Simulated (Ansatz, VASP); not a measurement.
## Two plane-wave programs on Sb

The input POSCAR:

```
Sb
1.0
    3.3320180998      0.0000000000      0.0000000000
   -1.6660090499      2.8856123203      0.0000000000
    0.0000000000      0.0000000000      5.4334470562
Sb
2
Direct
    0.6666666667      0.3333333333      0.7500000000
    0.3333333333      0.6666666667      0.2500000000
```

Contents of INCAR.step1:

```
  PREC = Accurate
  ENCUT = 520
  ISMEAR = -1
  SIGMA = 0.05
  LREAL = False
  LASPH = True
  NELM = 80
  NBANDS = 12
  GGA = PE
  ALGO = Normal
  EDIFF = 1E-4
  LWAVE = True
  LCHARG = False
```

The input INCAR.step2:

```
  PREC = Accurate
  ENCUT = 520
  EDIFF = 1E-6
  ISMEAR = -1
  SIGMA = 0.05
  LREAL = False
  LASPH = True
  NELM = 80
  ALGO = Normal
  ISIF = 2
  LWAVE = False
  LCHARG = False
  METAGGA = R2SCAN
  LMIXTAU = True
  NBANDS = 12
  ISTART = 1
```

Contents of KPOINTS:

```
regular mesh
0
Gamma
  9 9 5
```

input.yaml

```yaml
crystal:
  lattice:
    - [3.3320180998, 0.0, 0.0]
    - [-1.6660090499, 2.8856123203, 0.0]
    - [0.0, 0.0, 5.4334470562]
  atoms:
    - { symbol: Sb, position: [0.6666666667, 0.3333333333, 0.75] }
    - { symbol: Sb, position: [0.3333333333, 0.6666666667, 0.25] }
hamiltonian:
  xc: r2scan
  pseudopotentials: { kind: paw }
kpoints:
  mp_grid: { grid: [9, 9, 5] }
scf:
  occupations: { method: fermi_dirac, width: 0.05 }
output:
  forces: true
  stress: true
  eigenvalues: true
  write_density: true
  write_potential: true
  elf: true
  volumetric_format: npy
```

Alike in both runs: task single point; functional r2SCAN; k mesh 9 × 9 × 5; occupations fermi-dirac, width 0.05 eV; no spin polarisation.

```csv
,VASP,Ansatz
version,VASP 6.6.1,Ansatz 0.2.0
potentials or method,"VASP PAW PBE potentials, release 64 (Sb)",Ansatz PAW
plane-wave cutoff (eV),520,500
valence electrons in the cell,10,30
```

Ansatz gave:

```
gap on the k mesh at the Fermi level (eV)                     : none
pressure (GPa)                                                : 2.0
traceless stress, the component that is largest in VASP (GPa) : 0.09
```

**Question.** Estimate VASP's values.

**Answer.** gap on the k mesh at the Fermi level (eV): none; pressure (GPa): 1.9; traceless stress, the component that is largest in VASP (GPa): 0.09.

VASP's potentials were made for PBE, not for r2SCAN. A gap of «none» marks a metal or a gap that the smearing closes. VASP's potentials hold 10 valence electrons a cell and Ansatz's 30, so a difference there can come from the potentials and not from the codes.

Spin-orbit coupling is off throughout.
